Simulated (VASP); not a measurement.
# Ni (P6_3/mmc) in VASP: notebook, part 2 of 3

VASP 6.6.1. Earlier steps stand in the parts before.

### Step 3. Single point, LDA, collinear spin, ferromagnetic start (8.83 Å³/atom)

This run uses another cell than the first one, of 8.83 Å³/atom.

Contents of INCAR:

```
SYSTEM = Ni
PREC = Accurate ; ENCUT = 520
EDIFF = 1E-6 ; ISMEAR = -1
SIGMA = 0.05 ; LREAL = .False.
LASPH = .True. ; NELM = 150
ALGO = Normal ; ISIF = 2
LWAVE = .False. ; LCHARG = .False.
ISPIN = 2 ; MAGMOM = -0.616 -0.616 -0.63 -0.63
LORBIT = 11 ; LMAXMIX = 4
NBANDS = 32
```

Contents of KPOINTS:

```
regular mesh
0
Gamma
  17 17 5
  0 0 0
```

Contents of POSCAR:

```
Ni
1.0
    2.3173981191      0.0000000000      0.0000000000
   -1.1586990596      2.0069256419      0.0000000000
    0.0000000000      0.0000000000      7.5978554524
Ni
4
Direct
    0.0000000000      0.0000000000      1.0000000000
    0.0000000000      0.0000000000      0.5000000000
    0.3333333333      0.6666666667      0.2500000000
    0.6666666667      0.3333333333      0.7500000000
```

Potentials or basis: VASP PAW LDA potentials, release 64 (Ni).

Launch:

```bash
> cat potpaw_LDA.64/Ni/POTCAR > POTCAR
> mpirun -np 1 vasp_std > vasp.out
```

OUTCAR:

```text
SYSTEM = Ni
   PREC = Accurate
   ENCUT = 520
   EDIFF = 1E-6
   ISMEAR = -1
   LREAL = .False.
   LASPH = .True.
   NELM = 150
   ISIF = 2
   ISPIN = 2
   LORBIT = 11

 ion  position               nearest neighbor table
   1  0.000  0.000  0.000-   3 2.32   4 2.32   4 2.32   3 2.32   4 2.32   3 2.32
   2  0.000  0.000  0.500-   3 2.32   4 2.32   4 2.32   3 2.32   4 2.32   3 2.32
   3  0.333  0.667  0.250-   1 2.32   2 2.32   1 2.32   2 2.32   1 2.32   2 2.32
   4  0.667  0.333  0.750-   1 2.32   2 2.32   1 2.32   2 2.32   1 2.32   2 2.32

  LATTYP: Found a hexagonal cell.
 ALAT       =     2.3173981191
 C/A-ratio  =     3.2786146626

  Lattice vectors:

 A1 = (   2.3173981191,   0.0000000000,   0.0000000000)
 A2 = (  -1.1586990596,   2.0069256419,   0.0000000000)
 A3 = (   0.0000000000,   0.0000000000,   7.5978554524)

Analysis of symmetry for initial positions (statically):
=====================================================================
 Subroutine PRICEL returns:
 Original cell was already a primitive cell.

 Routine SETGRP: Setting up the symmetry group for a
 hexagonal supercell.

 Subroutine GETGRP returns: Found 24 space group operations
 (whereof 12 operations were pure point group operations)
 out of a pool of 24 trial point group operations.

The static configuration has the point symmetry D_3d.
 The point group associated with its full space group is D_6h.

Analysis of symmetry for dynamics (positions and initial velocities):
=====================================================================
 Subroutine PRICEL returns:
 Original cell was already a primitive cell.

 Routine SETGRP: Setting up the symmetry group for a
 hexagonal supercell.

 Subroutine GETGRP returns: Found 24 space group operations
 (whereof 12 operations were pure point group operations)
 out of a pool of 24 trial point group operations.

The dynamic configuration has the point symmetry D_3d.
 The point group associated with its full space group is D_6h.

Analysis of structural, dynamic, and magnetic symmetry:
=====================================================================
 Subroutine PRICEL returns:
[... 167 lines left out ...]
 Fermi energy:        12.3629138819

 spin component 1

 k-point     1 :       0.0000    0.0000    0.0000
  band No.  band energies     occupation
      1       1.8843      1.00000
      2       4.4434      1.00000
      3       4.4452      1.00000
      4       6.6141      1.00000
      5       9.4131      1.00000
      6       9.4368      1.00000
[... 829 lines left out ...]
     31      29.7375      0.00000
     32      31.6023      0.00000

 [... further k-points ...]

 spin component 2

 k-point     1 :       0.0000    0.0000    0.0000
  band No.  band energies     occupation
      1       1.8340      1.00000
      2       4.3654      1.00000
      3       4.3721      1.00000
      4       6.2842      1.00000
      5       8.9381      1.00000
      6       8.9939      1.00000
[... 829 lines left out ...]
     31      29.5881      0.00000
     32      31.4637      0.00000

 [... further k-points ...]

------------------------ aborting loop because EDIFF is reached ----------------------------------------

  FORCE on cell =-STRESS in cart. coord.  units (eV):
  Direction    XX          YY          ZZ          XY          YZ          ZX
  --------------------------------------------------------------------------------------
  -------------------------------------------------------------------------------------
  Total        9.6456395      9.6456395      9.6173911     -0.0000000     -0.0000000      0.0000000
  in kB      437.3394460    437.3394460    436.0586442     -0.0000000     -0.0000000      0.0000000
  external PRESSURE =     436.9125121 kB  Pullay stress =       0.0000000 kB

 VOLUME and BASIS-vectors are now :
 -----------------------------------------------------------------------------
  energy-cutoff  :      520.00
  volume of cell :       35.34
      direct lattice vectors                 reciprocal lattice vectors
     2.317398119  0.000000000  0.000000000     0.431518431  0.249137282  0.000000000
    -1.158699060  2.006925642  0.000000000     0.000000000  0.498274564  0.000000000
     0.000000000  0.000000000  7.597855452     0.000000000  0.000000000  0.131616086

 POSITION                                       TOTAL-FORCE (eV/Angst)
 -----------------------------------------------------------------------------------
      0.00000      0.00000      0.00000         0.000000      0.000000     -0.000000
      0.00000      0.00000      3.79893         0.000000      0.000000     -0.000000
     -0.00000      1.33795      1.89946        -0.000000      0.000000      0.000000
      1.15870      0.66898      5.69839         0.000000      0.000000     -0.000000
 -----------------------------------------------------------------------------------
    total drift:                                0.000000     -0.000000      0.000000

  FREE ENERGIE OF THE ION-ELECTRON SYSTEM (eV)
  ---------------------------------------------------
  free  energy   TOTEN  =       -25.7155358171 eV

  energy  without entropy=      -25.6638406159  energy(sigma->0) =      -25.68968822

 total charge

# of ion       s       p       d       tot
------------------------------------------
    1        0.599   0.711   8.465   9.776
    2        0.599   0.711   8.465   9.776
    3        0.599   0.714   8.463   9.776
    4        0.599   0.714   8.463   9.776
--------------------------------------------------
tot          2.396   2.850  33.857  39.104

 magnetization (x)

# of ion       s       p       d       tot
------------------------------------------
    1        0.005   0.019  -0.537  -0.513
    2        0.005   0.019  -0.537  -0.513
    3        0.005   0.019  -0.554  -0.530
    4        0.005   0.019  -0.554  -0.530
--------------------------------------------------
tot          0.019   0.076  -2.182  -2.086
```

OSZICAR:

```text
N       E                     dE             d eps       ncg     rms          rms(c)
DAV:   1     0.250743854869E+03    0.25074E+03   -0.17043E+04 13712   0.187E+03
DAV:   2    -0.112316046485E+02   -0.26198E+03   -0.24568E+03 12704   0.329E+02
DAV:   3    -0.296686759095E+02   -0.18437E+02   -0.17779E+02 14312   0.111E+02
DAV:   4    -0.300015974280E+02   -0.33292E+00   -0.33255E+00 14576   0.157E+01
DAV:   5    -0.300129285271E+02   -0.11331E-01   -0.11330E-01 16552   0.236E+00    0.261E+01
DAV:   6    -0.264924664962E+02    0.35205E+01   -0.17546E+01 14584   0.697E+01    0.102E+01
DAV:   7    -0.260082040830E+02    0.48426E+00   -0.40146E+00 14640   0.351E+01    0.910E+00
DAV:   8    -0.270155207405E+02   -0.10073E+01   -0.10350E+01 15232   0.591E+01    0.154E+01
DAV:   9    -0.256932115757E+02    0.13223E+01   -0.27311E+00 16144   0.368E+01    0.232E+00
DAV:  10    -0.257130927394E+02   -0.19881E-01   -0.10154E-01 14800   0.293E+00    0.855E-01
DAV:  11    -0.257146273870E+02   -0.15346E-02   -0.31314E-03 16976   0.477E-01    0.670E-01
DAV:  12    -0.257153532403E+02   -0.72585E-03   -0.55740E-04 16448   0.328E-01    0.323E-01
DAV:  13    -0.257155481507E+02   -0.19491E-03   -0.38768E-04 16848   0.303E-01    0.109E-01
DAV:  14    -0.257155400880E+02    0.80627E-05   -0.10848E-04 18680   0.129E-01    0.298E-02
DAV:  15    -0.257155362063E+02    0.38817E-05   -0.24277E-05 14064   0.748E-02    0.123E-02
DAV:  16    -0.257155358171E+02    0.38918E-06   -0.22029E-06  9160   0.189E-02
   1 F= -.25715536E+02 E0= -.25689688E+02  d E =-.516952E-01  mag=    -2.1162
```

stdout:

```text
POSCAR found type information on POSCAR Ni
 POSCAR found :  1 types and       4 ions
 scaLAPACK will be used
 LDA part: xc-table for (Slater(with rela. corr.)+CA(PZ))
 , standard interpolation
 POSCAR, INCAR and KPOINTS ok, starting setup
 FFT: planning ... GRIDC
 FFT: planning ... GRID_SOFT
 FFT: planning ... GRID
 WAVECAR not read
 entering main loop
```

It took 3 min on 1 thread of Intel Xeon Platinum 8488C (Sapphire Rapids), shared host; peak memory 0.25 GiB.

What came out:

```yaml
Free_energy: -25.7155 eV
Pressure: 43.7 GPa
Net_moment: -2.12 μB per cell
Site_moments: Ni -0.51, -0.53 (each value once) μB
Valence_electrons_inside_the_program's_atomic_spheres: Ni 9.78
```

Caveat: the cell stands under pressure.

### Step 4. Single point, LDA, collinear spin, ferromagnetic start (9.24 Å³/atom)

This run uses another cell than the first one, of 9.24 Å³/atom.

Contents of INCAR:

```
  PREC = Accurate
  ENCUT = 520
  EDIFF = 1E-6
  ISMEAR = -1
  SIGMA = 0.05
  LREAL = F
  LASPH = T
  NELM = 150
  ALGO = Normal
  ISIF = 2
  LWAVE = F
  LCHARG = T
  ISPIN = 2
  MAGMOM = -0.616 -0.616 -0.63 -0.63
  LORBIT = 11
  LMAXMIX = 4
  LELF = T
  LVHAR = T
  NBANDS = 32
```

Contents of KPOINTS:

```
regular mesh
0
Gamma
  17 17 5
```

Contents of POSCAR:

```
Ni
1.0
    2.3519912508      0.0000000000      0.0000000000
   -1.1759956254      2.0368841727      0.0000000000
    0.0000000000      0.0000000000      7.7112730012
Ni
4
Direct
    0.0000000000      0.0000000000      1.0000000000
    0.0000000000      0.0000000000      0.5000000000
    0.3333333333      0.6666666667      0.2500000000
    0.6666666667      0.3333333333      0.7500000000
```

Potentials or basis: VASP PAW LDA potentials, release 64 (Ni).

Launch:

```bash
> cat potpaw_LDA.64/Ni/POTCAR > POTCAR
> mpirun -np 1 vasp_std > vasp.out
```

OUTCAR:

```text
PREC = Accurate
   ENCUT = 520
   EDIFF = 1E-6
   ISMEAR = -1
   LREAL = F
   LASPH = T
   NELM = 150
   ISIF = 2
   ISPIN = 2
   LORBIT = 11

 ion  position               nearest neighbor table
   1  0.000  0.000  0.000-   3 2.36   4 2.36   4 2.36   3 2.36   4 2.36   3 2.36
   2  0.000  0.000  0.500-   3 2.36   4 2.36   4 2.36   3 2.36   4 2.36   3 2.36
   3  0.333  0.667  0.250-   1 2.36   2 2.36   1 2.36   2 2.36   1 2.36   2 2.36
   4  0.667  0.333  0.750-   1 2.36   2 2.36   1 2.36   2 2.36   1 2.36   2 2.36

  LATTYP: Found a hexagonal cell.
 ALAT       =     2.3519912508
 C/A-ratio  =     3.2786146626

  Lattice vectors:

 A1 = (   2.3519912508,   0.0000000000,   0.0000000000)
 A2 = (  -1.1759956254,   2.0368841727,   0.0000000000)
 A3 = (   0.0000000000,   0.0000000000,   7.7112730012)

Analysis of symmetry for initial positions (statically):
=====================================================================
 Subroutine PRICEL returns:
 Original cell was already a primitive cell.

 Routine SETGRP: Setting up the symmetry group for a
 hexagonal supercell.

 Subroutine GETGRP returns: Found 24 space group operations
 (whereof 12 operations were pure point group operations)
 out of a pool of 24 trial point group operations.

The static configuration has the point symmetry D_3d.
 The point group associated with its full space group is D_6h.

Analysis of symmetry for dynamics (positions and initial velocities):
=====================================================================
 Subroutine PRICEL returns:
 Original cell was already a primitive cell.

 Routine SETGRP: Setting up the symmetry group for a
 hexagonal supercell.

 Subroutine GETGRP returns: Found 24 space group operations
 (whereof 12 operations were pure point group operations)
 out of a pool of 24 trial point group operations.

The dynamic configuration has the point symmetry D_3d.
 The point group associated with its full space group is D_6h.

Analysis of structural, dynamic, and magnetic symmetry:
[... 163 lines left out ...]

 E-fermi :  11.5870     XC(G=0): -14.6105

 val. band max:       11.5858030805   @ k =   0.4118   0.0000   0.4000
 cond. band min:      11.5890006381   @ k =   0.1176   0.0588   0.4000
 fundamental gap:      0.0031975576
 Fermi energy:        11.5869576679

 spin component 1

 k-point     1 :       0.0000    0.0000    0.0000
  band No.  band energies     occupation
      1       1.4506      1.00000
      2       3.9388      1.00000
      3       3.9409      1.00000
      4       6.1504      1.00000
      5       8.8274      1.00000
      6       8.8498      1.00000
[... 829 lines left out ...]
     31      28.4024      0.00000
     32      30.2711      0.00000

 [... further k-points ...]

 spin component 2

 k-point     1 :       0.0000    0.0000    0.0000
  band No.  band energies     occupation
      1       1.4028      1.00000
      2       3.8643      1.00000
      3       3.8710      1.00000
      4       5.8135      1.00000
      5       8.3399      1.00000
      6       8.3938      1.00000
[... 829 lines left out ...]
     31      28.2540      0.00000
     32      30.1346      0.00000

 [... further k-points ...]

------------------------ aborting loop because EDIFF is reached ----------------------------------------

  FORCE on cell =-STRESS in cart. coord.  units (eV):
  Direction    XX          YY          ZZ          XY          YZ          ZX
  --------------------------------------------------------------------------------------
  -------------------------------------------------------------------------------------
  Total        5.9032985      5.9032985      5.8716458      0.0000000      0.0000000     -0.0000000
  in kB      256.0219563    256.0219563    254.6492020      0.0000000      0.0000000     -0.0000000
  external PRESSURE =     255.5643715 kB  Pullay stress =       0.0000000 kB

 VOLUME and BASIS-vectors are now :
 -----------------------------------------------------------------------------
  energy-cutoff  :      520.00
  volume of cell :       36.94
      direct lattice vectors                 reciprocal lattice vectors
     2.351991251  0.000000000  0.000000000     0.425171650  0.245472966  0.000000000
    -1.175995625  2.036884173  0.000000000     0.000000000  0.490945933  0.000000000
     0.000000000  0.000000000  7.711273001     0.000000000  0.000000000  0.129680275

 POSITION                                       TOTAL-FORCE (eV/Angst)
 -----------------------------------------------------------------------------------
      0.00000      0.00000      0.00000        -0.000000      0.000000     -0.000000
      0.00000      0.00000      3.85564         0.000000      0.000000     -0.000000
     -0.00000      1.35792      1.92782         0.000000      0.000000     -0.000000
      1.17600      0.67896      5.78345        -0.000000      0.000000      0.000000
 -----------------------------------------------------------------------------------
    total drift:                                0.000000     -0.000000      0.000000

  FREE ENERGIE OF THE ION-ELECTRON SYSTEM (eV)
  ---------------------------------------------------
  free  energy   TOTEN  =       -26.0599881987 eV

  energy  without entropy=      -26.0052956210  energy(sigma->0) =      -26.03264191

 total charge

# of ion       s       p       d       tot
------------------------------------------
    1        0.575   0.659   8.428   9.662
    2        0.575   0.659   8.428   9.662
    3        0.575   0.661   8.426   9.663
    4        0.575   0.661   8.426   9.663
--------------------------------------------------
tot          2.301   2.641  33.709  38.651

 magnetization (x)

# of ion       s       p       d       tot
------------------------------------------
    1        0.005   0.019  -0.553  -0.529
    2        0.005   0.019  -0.553  -0.529
    3        0.005   0.019  -0.569  -0.545
    4        0.005   0.019  -0.569  -0.545
--------------------------------------------------
tot          0.019   0.076  -2.243  -2.147
```

OSZICAR:

```text
N       E                     dE             d eps       ncg     rms          rms(c)
DAV:   1     0.253969799600E+03    0.25397E+03   -0.16976E+04 13408   0.185E+03
DAV:   2    -0.113231224011E+02   -0.26529E+03   -0.24894E+03 12728   0.331E+02
DAV:   3    -0.300829946926E+02   -0.18760E+02   -0.18066E+02 14232   0.111E+02
DAV:   4    -0.304215701211E+02   -0.33858E+00   -0.33817E+00 14584   0.158E+01
DAV:   5    -0.304330982299E+02   -0.11528E-01   -0.11527E-01 16720   0.233E+00    0.245E+01
DAV:   6    -0.269598157994E+02    0.34733E+01   -0.19513E+01 14560   0.726E+01    0.104E+01
DAV:   7    -0.263228808276E+02    0.63693E+00   -0.44156E+00 14624   0.358E+01    0.851E+00
DAV:   8    -0.274359629236E+02   -0.11131E+01   -0.10297E+01 15344   0.588E+01    0.159E+01
DAV:   9    -0.260397056616E+02    0.13963E+01   -0.27582E+00 15920   0.371E+01    0.222E+00
DAV:  10    -0.260585780414E+02   -0.18872E-01   -0.10761E-01 14744   0.298E+00    0.796E-01
DAV:  11    -0.260597585965E+02   -0.11806E-02   -0.31822E-03 17136   0.480E-01    0.607E-01
DAV:  12    -0.260599800036E+02   -0.22141E-03   -0.68304E-04 16720   0.360E-01    0.279E-01
DAV:  13    -0.260600200236E+02   -0.40020E-04   -0.40664E-04 18288   0.303E-01    0.954E-02
DAV:  14    -0.260599926711E+02    0.27353E-04   -0.81155E-05 18352   0.110E-01    0.281E-02
DAV:  15    -0.260599884812E+02    0.41898E-05   -0.22547E-05 14920   0.810E-02    0.127E-02
DAV:  16    -0.260599881987E+02    0.28257E-06   -0.22223E-06 10368   0.151E-02
   1 F= -.26059988E+02 E0= -.26032642E+02  d E =-.546926E-01  mag=    -2.1668
```

Wall time 3.3 min (1 thread of Intel Xeon Platinum 8488C (Sapphire Rapids), shared host); peak memory 0.25 GiB.

What came out:

- Free energy: -26.0600 eV
- Pressure: 25.6 GPa
- Net moment: -2.17 μB per cell
- Site moments: Ni -0.53, -0.55 (each value once) μB
- Valence electrons inside the program's atomic spheres: Ni 9.66

Stress tensor (GPa, compression positive):
```
25.60  0.00  0.00
 0.00 25.60  0.00
 0.00  0.00 25.46
```

Levels at points of the mesh, in eV from the Fermi level:
Spin up:
```tsv
k point	band 16	band 17	band 18	band 19	band 20	band 21	band 22	band 23
(0.00, 0.00, 0.00)	-1.08	-1.08	-0.69	-0.69	-0.57	-0.38	-0.38	0.09
```
Spin down:
```
           k point  band 18  band 19  band 20  band 21  band 22  band 23  band 24  band 25
(0.00, 0.00, 0.00)    -1.24    -1.24    -0.94    -0.94    -0.61    -0.50    -0.50     6.96
```

Caveat: the cell stands under pressure.

(Continued in part 3 of 3.)
